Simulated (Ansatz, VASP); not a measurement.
**CoSi2: VASP beside Ansatz**

```
Co Si
1.0
     3.82376    0.00000    0.00000
     0.00000    3.82376    0.00000
     0.00000    0.00000    2.67856
Co Si
1 2
Cartesian
  1.9119 1.9119 0.0000
  0.0000 1.9119 1.3393
  1.9119 0.0000 1.3393
```

Alike in both runs: functional PBE; k mesh 6 × 6 × 6; occupations gaussian, width 0.1 eV; no spin polarisation.

Ansatz relaxed the structure, and its values are those at the end. VASP's run is a single point on that final structure, the one shown.

```csv
,VASP,Ansatz
version,VASP 6.6.1,Ansatz 0.2.0
potentials or method,"VASP PAW PBE potentials, release 64 (Co, Si), cutoff 520 eV","scalar-relativistic, plane waves, PAW"
valence electrons in the cell,17,25
```

Ansatz gave:

* gap on the k mesh at the Fermi level (eV): none
* pressure (GPa): 0.1

Which values does VASP return?

gap on the k mesh at the Fermi level (eV): none; pressure (GPa): -0.1.

A gap of «none» marks a metal or a gap that the smearing closes. VASP's potentials hold 17 valence electrons a cell and Ansatz's 25, so a difference there can come from the potentials and not from the codes.

The k mesh is coarse, so the values compare programs but aren't converged.
